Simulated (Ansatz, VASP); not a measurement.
**Si3O2 in VASP and in Ansatz**

```
CELL_PARAMETERS angstrom
2.72391 0.00000 0.00000
-1.36195 2.35897 0.00000
0.00000 0.00000 25.51558
ATOMIC_POSITIONS crystal
Si 0.00000 0.00000 0.25000
Si 0.00000 0.00000 0.75000
Si 0.33333 0.66667 0.96149
Si 0.66667 0.33333 0.46149
Si 0.33333 0.66667 0.53851
Si 0.66667 0.33333 0.03851
O 0.33333 0.66667 0.07648
O 0.66667 0.33333 0.57648
O 0.33333 0.66667 0.42352
O 0.66667 0.33333 0.92352
```

Change from the starting cell: species swapped into the Sn3Pt2 type (P6_3/mmc, No. 194).

Alike in both runs: functional PBE; k mesh 18 × 18 × 2; occupations gaussian, width 0.1 eV; no spin polarisation.

Ansatz relaxed the structure, and its values are those at the end. VASP's run is a single point on that final structure, the one shown.

|  | VASP | Ansatz |
| --- | --- | --- |
| version | VASP 6.6.1 | Ansatz 0.2.0 |
| potentials or method | VASP PAW PBE potentials, release 64 (Si, O), cutoff 520 eV | scalar-relativistic, plane waves, PAW |
| valence electrons in the cell | 48 | 48 |

```csv
,VASP,Ansatz,Ansatz less VASP
gap on the k mesh at the Fermi level (eV),none,none,-
pressure (GPa),0.2,0.0,-0.18
rms of the force components (eV/Å),0.010,0.000,-0.0101
```

A gap of «none» marks a metal or a gap that the smearing closes. The functional is the same, so the differences come from potentials, cutoffs and numerics.
